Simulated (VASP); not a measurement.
# Ba: single point with PBE

The system is Ba.

```xyz
1
Lattice="3.9466 0.0000 0.0000 0.0000 3.9466 0.0000 0.0000 0.0000 3.9466" Properties=species:S:1:pos:R:3 pbc="T T T"
Ba    0.0000    0.0000    0.0000
```

```
Program             : VASP 6.6.1
Task                : single point
Functional          : PBE
Potentials or basis : VASP PAW PBE potentials, release 64 (Ba_sv)
Cutoff              : 520 eV
k mesh              : 14 × 14 × 14
Occupations         : gaussian, width 0.1 eV
Spin                : no spin polarisation
```

| Item | Value |
| --- | --- |
| Pressure | 0.1 GPa |
| Band gap on the k mesh | zero (band 5 reaches 1.70 eV, above the bottom of band 6 at 1.61 eV) |

Levels at points of the mesh, in eV from the Fermi level:
```csv
k point,band 1,band 2,band 3,band 4,band 5,band 6,band 7,band 8,band 9,band 10
"(0.00, 0.00, 0.00)",-29.16,-14.00,-14.00,-14.00,-2.58,0.04,0.04,4.86,4.86,4.86
"(0.50, 0.00, 0.00)",-29.11,-14.71,-13.93,-13.93,-0.70,0.61,0.80,2.62,2.62,5.12
"(0.50, 0.50, 0.00)",-29.05,-14.61,-14.61,-13.87,-1.00,0.70,3.11,3.11,3.38,3.38
"(0.50, 0.50, 0.50)",-28.99,-14.51,-14.51,-14.51,-0.05,-0.05,-0.05,3.94,6.50,6.50
```

Run time: 70 s on 1 thread of Intel(R) Xeon(R) Platinum 8259CL CPU @ 2.50GHz (Skylake/Cascade Lake), on a shared host, peak memory 0.22 GiB.

Caveat: spin-orbit coupling is left out, which moves the levels of the heavy elements.
